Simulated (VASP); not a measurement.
# Ni (Fm-3m) in VASP: single point with PBE

Aim: the single point of Ni with PBE.

All numbers are computed with VASP 6.6.1; they aren't measurements. Logs are shortened: lines on timing, memory, paths and dates and some standing lists are left out, and cuts for length are marked.

## (1) The cell of the first run

It takes space group Fm-3m (No. 225, cubic). Conventional cell: a = 3.536 Å, b = 3.536 Å, c = 3.536 Å, α = 90.00°, β = 90.00°, γ = 90.00°. Ni (site symmetry m-3m) has 12 Ni at 2.50 Å within 3.3 Å.

## (2) Single point, PBE, collinear spin, ferromagnetic start

The input, INCAR:

```
PREC = Accurate
ENCUT = 690
EDIFF = 1E-6
ISMEAR = 0
SIGMA = 0.1
LREAL = False
LASPH = True
NELM = 200
ALGO = Normal
ISIF = 2
LWAVE = False
LCHARG = False
ISPIN = 2
MAGMOM = 0.81
LORBIT = 11
LMAXMIX = 4
GGA = PE
NBANDS = 19
GGA_COMPAT = False
```

The input, KPOINTS:

```
Automatic mesh
0
Gamma
  4 4 4
```

The input, POSCAR:

```
Ni
1.0
    0.0000000000      1.7679500000      1.7679500000
    1.7679500000      0.0000000000      1.7679500000
    1.7679500000      1.7679500000      0.0000000000
Ni
1
Direct
    0.0000000000      0.0000000000      0.0000000000
```

Potentials or basis: VASP PAW PBE potentials, release 64 (Ni_sv_GW).

On the command line:

```bash
$ cat potpaw_PBE.64/Ni_sv_GW/POTCAR > POTCAR
$ mpirun -np 1 vasp_std > vasp.out
```

OUTCAR:

```text
PREC = Accurate
   ENCUT = 690
   EDIFF = 1E-6
   ISMEAR = 0
   LREAL = False
   LASPH = True
   NELM = 200
   ISIF = 2
   ISPIN = 2
   LORBIT = 11
   GGA = PE

 ion  position               nearest neighbor table
   1  0.000  0.000  0.000-

  LATTYP: Found a face centered cubic cell.
 ALAT       =     3.5359000000

  Lattice vectors:

 A1 = (   0.0000000000,   1.7679500000,   1.7679500000)
 A2 = (   1.7679500000,   0.0000000000,   1.7679500000)
 A3 = (   1.7679500000,   1.7679500000,   0.0000000000)

Analysis of symmetry for initial positions (statically):
=====================================================================
 Subroutine PRICEL returns:
 Original cell was already a primitive cell.

 Routine SETGRP: Setting up the symmetry group for a
 face centered cubic supercell.

 Subroutine GETGRP returns: Found 48 space group operations
 (whereof 48 operations were pure point group operations)
 out of a pool of 48 trial point group operations.

The static configuration has the point symmetry O_h .

Analysis of symmetry for dynamics (positions and initial velocities):
=====================================================================
 Subroutine PRICEL returns:
 Original cell was already a primitive cell.

 Routine SETGRP: Setting up the symmetry group for a
 face centered cubic supercell.

 Subroutine GETGRP returns: Found 48 space group operations
 (whereof 48 operations were pure point group operations)
 out of a pool of 48 trial point group operations.

The dynamic configuration has the point symmetry O_h .

Analysis of structural, dynamic, and magnetic symmetry:
=====================================================================
 Subroutine PRICEL returns:
 Original cell was already a primitive cell.

 Routine SETGRP: Setting up the symmetry group for a
 face centered cubic supercell.

 Subroutine GETGRP returns: Found 48 space group operations
 (whereof 48 operations were pure point group operations)
 out of a pool of 48 trial point group operations.

The overall configuration has the point symmetry O_h .

 Subroutine INISYM returns: Found 48 space group operations
 (whereof 48 operations are pure point group operations),
 and found     1 'primitive' translations

----------------------------------------------------------------------------------------

                                     Primitive cell

  volume of cell :      11.0520

  direct lattice vectors                    reciprocal lattice vectors
     0.000000000  1.767950000  1.767950000    -0.282813428  0.282813428  0.282813428
     1.767950000  0.000000000  1.767950000     0.282813428 -0.282813428  0.282813428
     1.767950000  1.767950000  0.000000000     0.282813428  0.282813428 -0.282813428

  length of vectors
     2.500258868  2.500258868  2.500258868     0.489847226  0.489847226  0.489847226

  position of ions in fractional coordinates (direct lattice)
     0.000000000  0.000000000  0.000000000

  ion indices of the primitive-cell ions
   primitive index   ion index
                 1           1

----------------------------------------------------------------------------------------

 KPOINTS: Automatic mesh

Automatic generation of k-mesh.
 Grid dimensions read from file:
 generate k-points for:    4    4    4

 Generating k-lattice:

  Cartesian coordinates                     Fractional coordinates (reciprocal lattice)
    -0.070703357  0.070703357  0.070703357     0.250000000  0.000000000  0.000000000
     0.070703357 -0.070703357  0.070703357     0.000000000  0.250000000  0.000000000
     0.070703357  0.070703357 -0.070703357     0.000000000  0.000000000  0.250000000

  Length of vectors
     0.122461807  0.122461807  0.122461807

  Shift w.r.t. Gamma in fractional coordinates (k-lattice)
     0.000000000  0.000000000  0.000000000

 Subroutine IBZKPT returns following result:
 ===========================================

 Found      8 irreducible k-points:

 Following reciprocal coordinates:
            Coordinates               Weight
  0.000000  0.000000  0.000000      1.000000
  0.250000  0.000000  0.000000      8.000000
  0.500000  0.000000  0.000000      4.000000
  0.250000  0.250000  0.000000      6.000000
  0.500000  0.250000  0.000000     24.000000
 -0.250000  0.250000  0.000000     12.000000
  0.500000  0.500000  0.000000      3.000000
 -0.250000  0.500000  0.250000      6.000000
   k-points           NKPTS =      8   k-points in BZ     NKDIM =      8   number of bands    NBANDS=     19
   number of dos      NEDOS =    301   number of ions     NIONS =      1
   total plane-waves  NPLWV =  13824
   dimension x,y,z NGX =    24 NGY =   24 NGZ =   24
   dimension x,y,z NGXF=    48 NGYF=   48 NGZF=   48
   ions per type =               1
   NGX,Y,Z   is equivalent  to a cutoff of  15.96, 15.96, 15.96 a.u.
   NGXF,Y,Z  is equivalent  to a cutoff of  31.92, 31.92, 31.92 a.u.
 SYSTEM =  unknown system
   PREC   = accura    normal or accurate (medium, high low for compatibility)
   ISTART =      0    job   : 0-new  1-cont  2-samecut
   ICHARG =      2    charge: 1-file 2-atom 10-const
   ISPIN  =      2    spin polarized calculation?
   LNONCOLLINEAR =      F non collinear calculations
   LSORBIT =      F    spin-orbit coupling
   LASPH  =      T    aspherical Exc in radial PAW
   ENCUT  =  690.0 eV  50.71 Ry    7.12 a.u.   5.36  5.36  5.36*2*pi/ulx,y,z
   NELM   =    200;   NELMIN=  2; NELMDL= -5     # of ELM steps
   EDIFF  = 0.1E-05   stopping-criterion for ELM
   LREAL  =      F    real-space projection
   EDIFFG = 0.1E-04   stopping-criterion for IOM
   NSW    =      0    number of steps for IOM
   IBRION =     -1    ionic relax: 0-MD 1-quasi-New 2-CG
   NFREE  =      0    steps in history (QN), initial steepest desc. (CG)
   ISIF   =      2    stress and relaxation
   ISYM   =      2    0-nonsym 1-usesym 2-fastsym
   POTIM  = 0.5000    time-step for ionic-motion
   TEBEG  =    0.0;   TEEND  =   0.0 temperature during run
   PSTRESS=    0.0 pullay stress
   NELECT =      18.0000    total number of electrons
   NUPDOWN=      -1.0000    fix difference up-down
   EMIN   =  10.00;   EMAX   =-10.00  energy-range for DOS
   EFERMI =   0.00;   METHOD = LEGACY
   ISMEAR =     0;   SIGMA  =   0.10  broadening in eV -4-tet -1-fermi 0-gaus
   EFERMI_NEDOS =   21; number of points for ismear=-14 and -15
   IALGO  =     38    algorithm
   IMIX   =      4    mixing-type and parameters
     AMIX     =   0.40;   BMIX     =  1.00
     AMIX_MAG =   1.60;   BMIX_MAG =  1.00
  volume/ion in A,a.u.               =      11.05        74.58
  Fermi-wavevector in a.u.,A,eV,Ry     =   1.926130  3.639859 50.477320  3.709978
  Thomas-Fermi vector in A             =   2.959353
   LORBIT       =     11    0 simple, 1 ext, 2 COOP (PROOUT), +10 PAW based schemes
   GGA     = PE    functional components
   LHFCALC =     F    Hartree Fock is set to
   AEXX    =    0.0000 exact exchange contribution
   IVDW    =     0    specifies the selected vdW correction
   LEPSILON=     F    determine dielectric tensor
   LRPA    =     F    only Hartree local field effects (RPA)
 spin polarized calculation
 Gauss-broadening in eV      SIGMA  =   0.10
  energy-cutoff  :      690.00
  volume of cell :       11.05
 maximum number of plane-waves:       465
 NGX is ok and might be reduce to    24
   NGX = 11   NGY = 11   NGZ = 11

 number of electron      18.0000010 magnetization       0.5938494

 Free energy of the ion-electron system (eV)
  ---------------------------------------------------
  ext. energy  EPLUGINS =         0.00000000
  ---------------------------------------------------
  free energy    TOTEN  =        -6.49820216 eV

  energy without entropy =       -6.48825053  energy(sigma->0) =       -6.49322635

 E-fermi :   7.7478     XC(G=0): -13.7799

 val. band max:        7.6743969619   @ k =   0.5000   0.5000   0.0000
 cond. band min:       7.7654908405   @ k =   0.5000   0.0000   0.0000
 fundamental gap:      0.0910938786
 Fermi energy:         7.7477994227

 spin component 1

 k-point     1 :       0.0000    0.0000    0.0000
  band No.  band energies     occupation
      1     -96.0268      1.00000
      2     -56.2875      1.00000
      3     -56.2875      1.00000
      4     -56.2875      1.00000
      5      -1.3411      1.00000
      6       5.2213      1.00000
[... 11 lines left out ...]
     18      40.8419      0.00000
     19      46.9616      0.00000

 k-point     2 :       0.2500    0.0000    0.0000
  band No.  band energies     occupation
      1     -96.0117      1.00000
      2     -56.3911      1.00000
      3     -56.3027      1.00000
      4     -56.3027      1.00000
      5       0.8713      1.00000
      6       4.9043      1.00000
[... 124 lines left out ...]
 k-point     8 :      -0.2500    0.5000    0.2500
  band No.  band energies     occupation
      1     -95.9860      1.00000
      2     -56.4239      1.00000
      3     -56.4239      1.00000
      4     -56.3664      1.00000
      5       3.9216      1.00000
      6       4.5914      1.00000
[... 11 lines left out ...]
     18      56.4965      0.00000
     19      56.5270      0.00000
 Fermi energy:         7.7477994227

 spin component 2

 k-point     1 :       0.0000    0.0000    0.0000
  band No.  band energies     occupation
      1     -95.2156      1.00000
      2     -55.4951      1.00000
      3     -55.4951      1.00000
      4     -55.4951      1.00000
      5      -1.4009      1.00000
      6       5.9572      1.00000
[... 11 lines left out ...]
     18      40.7023      0.00000
     19      47.1089      0.00000

 k-point     2 :       0.2500    0.0000    0.0000
  band No.  band energies     occupation
      1     -95.2000      1.00000
      2     -55.6025      1.00000
      3     -55.5107      1.00000
      4     -55.5107      1.00000
      5       0.8412      1.00000
      6       5.5340      1.00000
[... 124 lines left out ...]
 k-point     8 :      -0.2500    0.5000    0.2500
  band No.  band energies     occupation
      1     -95.1735      1.00000
      2     -55.6363      1.00000
      3     -55.6363      1.00000
      4     -55.5767      1.00000
      5       4.2823      1.00000
      6       5.1810      1.00000
[... 11 lines left out ...]
     18      56.4249      0.00000
     19      56.4379      0.00000

------------------------ aborting loop because EDIFF is reached ----------------------------------------

  FORCE on cell =-STRESS in cart. coord.  units (eV):
  Direction    XX          YY          ZZ          XY          YZ          ZX
  --------------------------------------------------------------------------------------
  -------------------------------------------------------------------------------------
  Total       -0.4753837     -0.4753837     -0.4753837     -0.0000000     -0.0000000     -0.0000000
  in kB      -68.9151935    -68.9151935    -68.9151935     -0.0000000     -0.0000000     -0.0000000
  external PRESSURE =     -68.9151935 kB  Pullay stress =       0.0000000 kB

 VOLUME and BASIS-vectors are now :
 -----------------------------------------------------------------------------
  energy-cutoff  :      690.00
  volume of cell :       11.05
      direct lattice vectors                 reciprocal lattice vectors
     0.000000000  1.767950000  1.767950000    -0.282813428  0.282813428  0.282813428
     1.767950000  0.000000000  1.767950000     0.282813428 -0.282813428  0.282813428
     1.767950000  1.767950000  0.000000000     0.282813428  0.282813428 -0.282813428

 POSITION                                       TOTAL-FORCE (eV/Angst)
 -----------------------------------------------------------------------------------
      0.00000      0.00000      0.00000         0.000000      0.000000      0.000000
 -----------------------------------------------------------------------------------
    total drift:                               -0.000000     -0.000000     -0.000000

  FREE ENERGIE OF THE ION-ELECTRON SYSTEM (eV)
  ---------------------------------------------------
  free  energy   TOTEN  =        -6.4982021610 eV

  energy  without entropy=       -6.4882505317  energy(sigma->0) =       -6.49322635

 total charge

# of ion       s       p       d       f       tot
--------------------------------------------------
    1        2.231   6.290   7.802   0.005  16.328

 magnetization (x)

# of ion       s       p       d       f       tot
--------------------------------------------------
    1       -0.005  -0.016   0.663  -0.000   0.642
```

Wall time 28 s (1 thread of AMD EPYC 7R43 (Zen 3), shared host); peak memory 0.12 GiB.

What came out:

| Quantity | Value |
| --- | --- |
| Free energy | -6.4982 eV |
| Pressure | -6.9 GPa |
| Net moment | 0.59 μB per cell |
| Site moments | Ni +0.64 μB |
| Valence electrons inside the program's atomic spheres | Ni 16.33 |

Levels at points of the mesh, in eV from the Fermi level:
Spin up:
```csv
k point,band 5,band 6,band 7,band 8,band 9,band 10,band 11,band 12,band 13,band 14
"(0.00, 0.00, 0.00)",-9.09,-2.53,-2.53,-2.53,-1.36,-1.36,23.26,27.09,27.09,27.09
"(0.50, 0.00, 0.00)",-4.91,-2.50,-2.50,-0.72,-0.72,-0.43,5.40,21.81,24.20,24.20
"(0.50, 0.50, 0.00)",-4.70,-4.26,-0.66,-0.60,-0.60,2.27,8.92,14.50,14.50,19.24
```
Spin down:
```
           k point  band 5  band 6  band 7  band 8  band 9  band 10  band 11  band 12  band 13
(0.00, 0.00, 0.00)   -9.15   -1.79   -1.79   -1.79   -0.80    -0.80    23.08    27.06    27.06
(0.50, 0.00, 0.00)   -4.50   -1.91   -1.91   -0.51    0.02     0.02     5.81    21.65    24.25
(0.50, 0.50, 0.00)   -4.38   -3.66   -0.07    0.25    0.25     2.20     9.15    14.48    14.48
```

Caveat: the k points lie up to 0.77 Å⁻¹ apart.
